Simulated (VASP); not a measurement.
Set up this calculation in VASP 6.6.1, as the native input.

```
Task                   : single point
Functional             : PBEsol
Potentials or basis    : VASP PAW PBE potentials, release 64 (Pb_d, Au)
Cutoff                 : 520 eV
k mesh                 : 5 × 5 × 5
Occupations            : methfessel-paxton, width 0.0346 eV
Spin                   : no spin polarisation
Dipole correction      : no
Further INCAR settings : ALGO = Normal; EDIFF = 1e-07; NBANDS = 45
```

The structure of PbAu2 lies in POSCAR:

```
PbAu2
1.0
    0.0000000000      3.9780137202      3.9780137202
    3.9780137202      0.0000000000      3.9780137202
    3.9780137202      3.9780137202      0.0000000000
Pb Au
2 4
Direct
    0.0000000000      0.0000000000      0.0000000000
    0.2500000000      0.2500000000      0.2500000000
    0.6250000000      0.6250000000      0.6250000000
    0.1250000000      0.6250000000      0.6250000000
    0.6250000000      0.6250000000      0.1250000000
    0.6250000000      0.1250000000      0.6250000000
```

The input as run:

INCAR

```
SYSTEM = PbAu2
PREC = Accurate ; ENCUT = 520
EDIFF = 1E-7 ; ISMEAR = 1
SIGMA = 0.0346 ; LREAL = .False.
LASPH = .True. ; NELM = 100
ALGO = Normal ; ISIF = 2
LWAVE = .False. ; LCHARG = .False.
GGA = PS ; NBANDS = 45
```

KPOINTS

```
regular mesh
0
Gamma
  5 5 5
  0 0 0
```

Potentials or basis: VASP PAW PBE potentials, release 64 (Pb_d, Au).

Command:

```console
$ cat potpaw_PBE.64/Pb_d/POTCAR potpaw_PBE.64/Au/POTCAR > POTCAR
$ mpirun -np 1 vasp_std > vasp.out
```

It gave:

The pressure is -0.2 GPa.

Caveat: the PAW data sets were made with another functional, which shifts forces and pressure a little.

Run time: 70 s on 1 thread of Intel(R) Xeon(R) Platinum 8488C (Sapphire Rapids) (shared host), peak memory 0.27 GiB.
